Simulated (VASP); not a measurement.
Here is a VASP 6.6.1 calculation.

File INCAR:

```
SYSTEM = Te2Mo
  ALGO = Normal
  DIPOL = 0.5 0.5 0.410
  EDIFF = 1E-6
  ENCUT = 520
  GGA = PE
  IDIPOL = 3
  ISIF = 2
  ISMEAR = 0
  IVDW = 12
  LASPH = .True.
  LCHARG = .False.
  LDIPOL = .True.
  LREAL = .False.
  LWAVE = .False.
  NBANDS = 35
  NELM = 60
  PREC = Accurate
  SIGMA = 0.05
```

KPOINTS

```
k-points
0
Gamma
  9 9 1
  0 0 0
```

Contents of POSCAR:

```
Te2Mo
1.0
    3.5038817216      0.0000000000      0.0000000000
   -1.7519408608      3.0344505828      0.0000000000
    0.0000000000      0.0000000000     24.7677194079
Te Mo
4 2
Direct
    0.3333333333      0.6666666667      0.1816881048
    0.3333333333      0.6666666667      0.3284056788
    0.6666666667      1.3333333333      0.4911174704
    0.6666666667      1.3333333333      0.6378350444
    0.6666666667      0.3333333333      0.2550468918
    0.3333333333      1.6666666667      0.5644762574
```

Potentials or basis: VASP PAW PBE potentials, release 64 (Te, Mo_sv).

The run is started by

```console
$ cat potpaw_PBE.64/Te/POTCAR potpaw_PBE.64/Mo_sv/POTCAR > POTCAR
$ mpirun -np 1 vasp_std > vasp.out
```

(1) Predict the band gap on the k mesh.

(2) What does it give for the largest force?

## Answers

(1) 1.16 eV (least direct gap 1.17 eV).

(2) 0.147 eV/Å.

Caveat: the cell differs from its parent crystal (layers slid over each other); spin-orbit coupling is left out, which moves the levels of the heavy elements.
